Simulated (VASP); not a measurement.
# AlNi3 (Fmmm) in VASP: a series of runs

AlNi3 is run at these levels: PBEsol; tasks: single point.

Everything below comes from runs of VASP 6.6.1. Logs are shortened: lines on timing, memory, paths and dates and some standing lists are left out, and cuts for length are marked.

## Step 1: The cell of the first run

Symmetry: Fmmm, No. 69, orthorhombic system. Conventional cell: a = 4.757 Å, b = 5.597 Å, c = 6.436 Å, α = 90.00°, β = 90.00°, γ = 90.00°. Al (site symmetry mmm) has 14 Ni at 2.38 to 3.22 Å within 3.3 Å. Ni (site symmetry 222) has 10 Ni at 2.38 to 3.22 Å and 4 Al at 2.44 Å within 3.3 Å. Ni (site symmetry mmm) has 6 Al at 2.38 to 3.22 Å and 8 Ni at 2.44 Å within 3.3 Å.

## Step 2: Single point, PBEsol (strain -0.1500 x Voigt [1, -1, 0, 0, 0, 0])

INCAR reads:

```
ALGO = Fast
EDIFF = 1E-7
ENCUT = 520
GGA = PS
ISIF = 2
ISMEAR = 0
LASPH = True
LCHARG = True
LELF = True
LREAL = False
LVHAR = True
LWAVE = False
NBANDS = 24
NELM = 80
PREC = Accurate
SIGMA = 0.15
```

KPOINTS reads:

```
k-points
0
Gamma
  14 14 14
```

POSCAR reads:

```
AlNi3
1.0
    0.0000000000      3.2181690350      2.7984078565
    2.3786466780      0.0000000000      2.7984078565
    2.3786466780      3.2181690350      0.0000000000
Al Ni
1 3
Direct
    0.5000000000      0.5000000000      0.5000000000
    0.2500000000      0.2500000000      0.2500000000
    0.0000000000      0.0000000000      0.0000000000
    0.7500000000      0.7500000000      0.7500000000
```

Potentials or basis: VASP PAW PBE potentials, release 64 (Al, Ni).

On the command line:

```bash
> cat potpaw_PBE.64/Al/POTCAR potpaw_PBE.64/Ni/POTCAR > POTCAR
> mpirun -np 1 vasp_std > vasp.out
```

OUTCAR:

```text
EDIFF = 1E-7
   ENCUT = 520
   GGA = PS
   ISIF = 2
   ISMEAR = 0
   LASPH = True
   LREAL = False
   NELM = 80
   PREC = Accurate

 ion  position               nearest neighbor table
   1  0.500  0.500  0.500-   3 2.38   3 2.38   2 2.44   4 2.44   4 2.44   4 2.44   2 2.44   2 2.44
                             2 2.44   4 2.44   3 2.80   3 2.80   3 3.22   3 3.22
   2  0.250  0.250  0.250-   4 2.38   4 2.38   1 2.44   3 2.44   1 2.44   1 2.44   3 2.44   3 2.44
                             1 2.44   3 2.44   4 2.80   4 2.80
   3  0.000  0.000  0.000-   1 2.38   1 2.38   2 2.44   4 2.44   2 2.44   2 2.44   4 2.44   4 2.44
                             4 2.44   2 2.44   1 2.80   1 2.80   1 3.22   1 3.22
   4  0.750  0.750  0.750-   2 2.38   2 2.38   1 2.44   3 2.44   3 2.44   3 2.44   1 2.44   1 2.44
                             1 2.44   3 2.44   2 2.80   2 2.80

  LATTYP: Found a face centered orthorhombic cell.
 ALAT       =     4.7572933560
 B/A-ratio  =     1.1764705882
 C/A-ratio  =     1.3529411765

  Lattice vectors:

 A1 = (   0.0000000000,   3.2181690350,  -2.7984078565)
 A2 = (   2.3786466780,   3.2181690350,   0.0000000000)
 A3 = (   2.3786466780,   0.0000000000,  -2.7984078565)

Analysis of symmetry for initial positions (statically):
=====================================================================
 Subroutine PRICEL returns:
 Original cell was already a primitive cell.

 Routine SETGRP: Setting up the symmetry group for a
 face centered orthorhombic supercell.

 Subroutine GETGRP returns: Found  8 space group operations
 (whereof  8 operations were pure point group operations)
 out of a pool of  8 trial point group operations.

The static configuration has the point symmetry D_2h.

Analysis of symmetry for dynamics (positions and initial velocities):
=====================================================================
 Subroutine PRICEL returns:
 Original cell was already a primitive cell.

 Routine SETGRP: Setting up the symmetry group for a
 face centered orthorhombic supercell.

 Subroutine GETGRP returns: Found  8 space group operations
 (whereof  8 operations were pure point group operations)
 out of a pool of  8 trial point group operations.

The dynamic configuration has the point symmetry D_2h.

 Subroutine INISYM returns: Found  8 space group operations
 (whereof  8 operations are pure point group operations),
 and found     1 'primitive' translations

[... 99 lines left out ...]
   LREAL  =      F    real-space projection
   EDIFFG = 0.1E-05   stopping-criterion for IOM
   NSW    =      0    number of steps for IOM
   IBRION =     -1    ionic relax: 0-MD 1-quasi-New 2-CG
   NFREE  =      0    steps in history (QN), initial steepest desc. (CG)
   ISIF   =      2    stress and relaxation
   ISYM   =      2    0-nonsym 1-usesym 2-fastsym
   POTIM  = 0.5000    time-step for ionic-motion
   TEBEG  =    0.0;   TEEND  =   0.0 temperature during run
   PSTRESS=    0.0 pullay stress
   NELECT =      33.0000    total number of electrons
   NUPDOWN=      -1.0000    fix difference up-down
   EMIN   =  10.00;   EMAX   =-10.00  energy-range for DOS
   EFERMI =   0.00;   METHOD = LEGACY
   ISMEAR =     0;   SIGMA  =   0.15  broadening in eV -4-tet -1-fermi 0-gaus
   EFERMI_NEDOS =   21; number of points for ismear=-14 and -15
   IALGO  =     68    algorithm
   IMIX   =      4    mixing-type and parameters
     AMIX     =   0.40;   BMIX     =  1.00
     AMIX_MAG =   1.60;   BMIX_MAG =  1.00
  volume/ion in A,a.u.               =      10.71        72.28
  Fermi-wavevector in a.u.,A,eV,Ry     =   1.500673  2.835862 30.640605  2.252021
  Thomas-Fermi vector in A             =   2.612143
   LORBIT       =      0    0 simple, 1 ext, 2 COOP (PROOUT), +10 PAW based schemes
   GGA     = PS    functional components
   LHFCALC =     F    Hartree Fock is set to
   AEXX    =    0.0000 exact exchange contribution
   IVDW    =     0    specifies the selected vdW correction
   LEPSILON=     F    determine dielectric tensor
   LRPA    =     F    only Hartree local field effects (RPA)
 non-spin polarized calculation
 RMM-DIIS sequential band-by-band and
 Gauss-broadening in eV      SIGMA  =   0.15
  energy-cutoff  :      520.00
  volume of cell :       42.84
 maximum number of plane-waves:      1177
   NGX = 15   NGY = 13   NGZ = 15

 number of electron      33.0000003 magnetization

 Free energy of the ion-electron system (eV)
  ---------------------------------------------------
  ext. energy  EPLUGINS =         0.00000000
  ---------------------------------------------------
  free energy    TOTEN  =       -23.82588633 eV

  energy without entropy =      -23.77729214  energy(sigma->0) =      -23.80158923

 E-fermi :  10.1386     XC(G=0): -13.1001

 val. band max:       10.1377658490   @ k =  -0.3571   0.2143  -0.0000
 cond. band min:      10.1389993581   @ k =   0.3571   0.0714   0.2857
 fundamental gap:      0.0012335091
 Fermi energy:        10.1386158308

 k-point     1 :       0.0000    0.0000    0.0000
  band No.  band energies     occupation
      1      -0.2240      2.00000
      2       6.1264      2.00000
      3       6.3706      2.00000
      4       6.5218      2.00000
      5       6.5791      2.00000
      6       7.0429      2.00000
[... 637 lines left out ...]
     23      19.0272      0.00000
     24      20.2000      0.00000

 [... further k-points ...]

------------------------ aborting loop because EDIFF is reached ----------------------------------------

  FORCE on cell =-STRESS in cart. coord.  units (eV):
  Direction    XX          YY          ZZ          XY          YZ          ZX
  --------------------------------------------------------------------------------------
  -------------------------------------------------------------------------------------
  Total        6.8624238      1.0287448     -1.4277644      0.0000000      0.0000000      0.0000000
  in kB      256.6305320     38.4714392    -53.3933702      0.0000000      0.0000000      0.0000000
  external PRESSURE =      80.5695337 kB  Pullay stress =       0.0000000 kB

 VOLUME and BASIS-vectors are now :
 -----------------------------------------------------------------------------
  energy-cutoff  :      520.00
  volume of cell :       42.84
      direct lattice vectors                 reciprocal lattice vectors
     0.000000000  3.218169035  2.798407856    -0.210203560  0.155367849  0.178673026
     2.378646678  0.000000000  2.798407856     0.210203560 -0.155367849  0.178673026
     2.378646678  3.218169035  0.000000000     0.210203560  0.155367849 -0.178673026

 POSITION                                       TOTAL-FORCE (eV/Angst)
 -----------------------------------------------------------------------------------
      2.37865      3.21817      2.79841        -0.000000      0.000000     -0.000000
      1.18932      1.60908      1.39920        -0.000000      0.000000     -0.000000
      0.00000      0.00000      0.00000         0.000000      0.000000      0.000000
      3.56797      4.82725      4.19761         0.000000     -0.000000      0.000000
 -----------------------------------------------------------------------------------
    total drift:                                0.000000     -0.000000      0.000000

  FREE ENERGIE OF THE ION-ELECTRON SYSTEM (eV)
  ---------------------------------------------------
  free  energy   TOTEN  =       -23.8258863290 eV

  energy  without entropy=      -23.7772921384  energy(sigma->0) =      -23.80158923
```

stdout:

```text
POSCAR found type information on POSCAR AlNi
 POSCAR found :  2 types and       4 ions
 scaLAPACK will be used
 -----------------------------------------------------------------------------
|                                                                             |
|                                                                             |
|     You enforced a specific xc type in the INCAR file but a different       |
|     I HOPE YOU KNOW WHAT YOU ARE DOING!                                     |
|                                                                             |
 -----------------------------------------------------------------------------

 LDA part: xc-table for (Slater+PW92), standard interpolation
 POSCAR, INCAR and KPOINTS ok, starting setup
 FFT: planning ... GRIDC
 FFT: planning ... GRID_SOFT
 FFT: planning ... GRID
 WAVECAR not read
 entering main loop
WARNING in EDDRMM: call to ZHEGV failed, returncode =   6  3     24
WARNING in EDDRMM: call to ZHEGV failed, returncode =   8  4     23
```

It took 3.5 min on 1 thread of Intel Xeon 6975P-C (Granite Rapids), shared host; peak memory 0.46 GiB.

Results:

```
Free energy            : -23.8259 eV
Pressure               : 8.1 GPa
Band gap on the k mesh : zero (an odd number of electrons rules out a gap without spin polarisation)
```

Levels at points of the mesh, in eV from the Fermi level:
```tsv
k point	band 12	band 13	band 14	band 15	band 16	band 17	band 18	band 19	band 20	band 21
(0.00, 0.00, 0.00)	-0.82	-0.72	-0.57	-0.41	-0.13	2.94	5.33	5.45	6.03	6.14
(0.50, 0.00, 0.00)	-1.46	-1.21	-1.06	-0.67	-0.26	-0.06	2.66	3.75	4.65	5.50
(0.50, 0.50, 0.00)	-0.91	-0.90	-0.77	-0.51	-0.45	-0.28	-0.03	-0.02	5.13	5.27
(0.50, 0.00, 0.50)	-0.59	-0.59	-0.52	-0.48	-0.15	-0.11	0.07	0.35	6.19	6.51
(0.00, 0.50, 0.50)	-1.81	-1.35	-1.18	-0.70	-0.65	-0.49	-0.48	1.44	3.17	3.56
```

Caveat: the cell differs from its parent crystal (strain -0.1500 x Voigt [1, -1, 0, 0, 0, 0]); the cell stands under pressure; the PAW data sets were made with another functional, which shifts forces and pressure a little. Spin polarisation is off, so any magnetic state and its effect on volume and gap are missing.

## Step 3: Single point, PBEsol (strain +0.1312 x Voigt [1, -1, 0, 0, 0, 0])

INCAR reads:

```
ALGO = Fast ; EDIFF = 1E-7
ENCUT = 520 ; GGA = PS
ISIF = 2 ; ISMEAR = 0
LASPH = True ; LCHARG = False
LREAL = False ; LWAVE = False
NBANDS = 24 ; NELM = 60
PREC = Accurate ; SIGMA = 0.15
```

KPOINTS is that of step 2.

POSCAR reads:

```
AlNi3
1.0
    0.0000000000      2.4312567457      2.7984078565
    3.1655589673      0.0000000000      2.7984078565
    3.1655589673      2.4312567457      0.0000000000
Al Ni
1 3
Direct
    0.5000000000      0.5000000000      0.5000000000
    0.2500000000      0.2500000000      0.2500000000
    0.0000000000      0.0000000000      0.0000000000
    0.7500000000      0.7500000000      0.7500000000
```

Potentials or basis: VASP PAW PBE potentials, release 64 (Al, Ni).

On the command line:

```bash
> cat potpaw_PBE.64/Al/POTCAR potpaw_PBE.64/Ni/POTCAR > POTCAR
> mpirun -np 1 vasp_std > vasp.out
```

Wall time 4.4 min (1 thread of Intel Xeon 6975P-C (Granite Rapids), shared host); peak memory 0.46 GiB.

It converged, with:

```yaml
Free_energy: -23.9384 eV
Pressure: 5.8 GPa
Band_gap_on_the_k_mesh: zero (an odd number of electrons rules out a gap without spin polarisation)
```

Stress tensor (GPa, compression positive):
```
 3.44  0.00  0.00
 0.00 18.45  0.00
 0.00  0.00 -4.44
```

Levels at points of the mesh, in eV from the Fermi level:
| k point | band 14 | band 15 | band 16 | band 17 | band 18 | band 19 |
| --- | --- | --- | --- | --- | --- | --- |
| (0.00, 0.00, 0.00) | -0.63 | -0.39 | -0.18 | 3.43 | 5.41 | 5.43 |
| (0.50, 0.00, 0.00) | -0.98 | -0.64 | -0.25 | -0.06 | 2.86 | 3.88 |
| (0.50, 0.50, 0.00) | -0.80 | -0.58 | -0.47 | -0.26 | -0.08 | -0.01 |
| (0.50, 0.00, 0.50) | -1.17 | -0.68 | -0.64 | -0.47 | -0.47 | 1.25 |
| (0.00, 0.50, 0.50) | -0.53 | -0.43 | -0.27 | -0.15 | 0.01 | 0.12 |

Caveat: the cell differs from its parent crystal (strain +0.1312 x Voigt [1, -1, 0, 0, 0, 0]); the cell stands under pressure; the PAW data sets were made with another functional, which shifts forces and pressure a little. Spin polarisation is off, so any magnetic state and its effect on volume and gap are missing.

## Step 4: Single point, PBEsol (strain +0.1125 x Voigt [1, -1, 0, 0, 0, 0])

INCAR reads:

```
PREC = Accurate
ENCUT = 520
EDIFF = 1E-7
ISMEAR = 0
SIGMA = 0.15
LREAL = F
LASPH = T
NELM = 100
ALGO = Fast
ISIF = 2
LWAVE = F
LCHARG = T
GGA = PS
LELF = T
LVHAR = T
NBANDS = 24
```

KPOINTS reads:

```
Automatic mesh
0
Gamma
  14 14 14
```

POSCAR reads:

```
AlNi3
1.0
    0.0000000000      2.4835869726      2.7984078565
    3.1132287404      0.0000000000      2.7984078565
    3.1132287404      2.4835869726      0.0000000000
Al Ni
1 3
Direct
    0.5000000000      0.5000000000      0.5000000000
    0.2500000000      0.2500000000      0.2500000000
    0.0000000000      0.0000000000      0.0000000000
    0.7500000000      0.7500000000      0.7500000000
```

On the command line:

```bash
> cat potpaw_PBE.64/Al/POTCAR potpaw_PBE.64/Ni/POTCAR > POTCAR
> mpirun -np 1 vasp_std > vasp.out
```

It took 4 min on 1 thread of Intel Xeon 6975P-C (Granite Rapids), shared host; peak memory 0.46 GiB.

Results (log left out):

| Quantity | Value |
| --- | --- |
| Free energy | -24.0127 eV |
| Pressure | 4.0 GPa |
| Band gap on the k mesh | zero (an odd number of electrons rules out a gap without spin polarisation) |

Stress tensor (GPa, compression positive):
```
 3.02  0.00  0.00
 0.00 12.68  0.00
 0.00  0.00 -3.59
```

Levels at points of the mesh, in eV from the Fermi level:
```
           k point  band 12  band 13  band 14  band 15  band 16  band 17  band 18  band 19  band 20  band 21
(0.00, 0.00, 0.00)    -0.79    -0.76    -0.69    -0.38    -0.23     3.92     5.39     5.53     5.79     6.01
(0.50, 0.00, 0.00)    -1.52    -1.00    -0.90    -0.62    -0.25    -0.06     3.07     4.01     4.64     5.40
(0.50, 0.50, 0.00)    -1.05    -0.87    -0.71    -0.71    -0.44    -0.25    -0.14     0.00     4.85     4.97
(0.50, 0.00, 0.50)    -1.48    -1.37    -1.16    -0.67    -0.62    -0.45    -0.45     1.06     3.40     3.81
(0.00, 0.50, 0.50)    -0.72    -0.54    -0.48    -0.42    -0.39    -0.15    -0.09    -0.07     5.65     6.01
```

Caveat: the cell differs from its parent crystal (strain +0.1125 x Voigt [1, -1, 0, 0, 0, 0]); the cell stands under pressure; the PAW data sets were made with another functional, which shifts forces and pressure a little.

## Step 5: The runs side by side

| cell | gap on the mesh (eV) | pressure (GPa) |
| --- | --- | --- |
| a = 4.265, b = 3.673, c = 4.002 Å, angles 67.4, 52.6, 60.0°, 4 atoms | none | 8.1 |
| a = 3.707, b = 4.225, c = 3.991 Å, angles 53.5, 66.5, 60.0°, 4 atoms | none | 5.8 |
| a = 3.742, b = 4.186, c = 3.983 Å, angles 54.5, 65.5, 60.0°, 4 atoms | none | 4.0 |

Alike in all rows: task single point; level PBEsol; potentials or basis VASP PAW PBE potentials, release 64 (Al, Ni); no spin polarisation; k mesh 14 × 14 × 14; cutoff (eV) 520; smearing gaussian 0.15 eV.

Caveats: the cell stands under pressure; the PAW data sets were made with another functional, which shifts forces and pressure a little.

Absolute energies hang on the potentials; compare differences alone.
